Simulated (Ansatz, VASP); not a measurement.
**One calculation of NbAs, two programs**

INCAR

```
PREC = Accurate ; ENCUT = 520
EDIFF = 1E-6 ; ISMEAR = 0
SIGMA = 0.05 ; LREAL = F
LASPH = T ; NELM = 100
ALGO = Normal ; ISIF = 2
LWAVE = F ; LCHARG = F
GGA = PE ; NBANDS = 16
```

KPOINTS

```
Automatic mesh
0
Gamma
  12 12 12
```

POSCAR

```
NbAs
1.0
    0.0000000000      2.5884958319      2.5884958319
    2.5884958319      0.0000000000      2.5884958319
    2.5884958319      2.5884958319      0.0000000000
Nb As
1 1
Direct
    0.5000000000      0.5000000000      0.5000000000
    0.0000000000      0.0000000000      0.0000000000
```

Input for Ansatz:

```yaml
crystal:
  lattice:
    - [0.0, 2.5884958319, 2.5884958319]
    - [2.5884958319, 0.0, 2.5884958319]
    - [2.5884958319, 2.5884958319, 0.0]
  atoms:
    - { symbol: Nb, position: [0.5, 0.5, 0.5] }
    - { symbol: As, position: [0.0, 0.0, 0.0] }
basis:
  ecutwfc: 420
  ecutrho_ratio: 4
kpoints:
  mp_grid: { grid: [12, 12, 12] }
hamiltonian:
  xc: pbe
scf:
  occupations: { method: gaussian, width: 0.05 }
output:
  forces: true
  stress: true
  eigenvalues: true
```

Alike in both runs: task single point; functional PBE; k mesh 12 × 12 × 12; occupations gaussian, width 0.05 eV; no spin polarisation.

|  | VASP | Ansatz |
| --- | --- | --- |
| version | VASP 6.6.1 | Ansatz 0.2.0 |
| potentials or method | VASP PAW PBE potentials, release 64 (Nb_sv, As), cutoff 520 eV | scalar-relativistic, plane waves, PAW |
| valence electrons in the cell | 18 | 28 |

|  | VASP | Ansatz | Ansatz less VASP |
| --- | --- | --- | --- |
| gap on the k mesh at the Fermi level (eV) | none | none | - |
| pressure (GPa) | 9.1 | 9.1 | -0.06 |

A gap of «none» marks a metal or a gap that the smearing closes. VASP's potentials hold 18 valence electrons a cell and Ansatz's 28, so a difference there can come from the potentials and not from the codes.
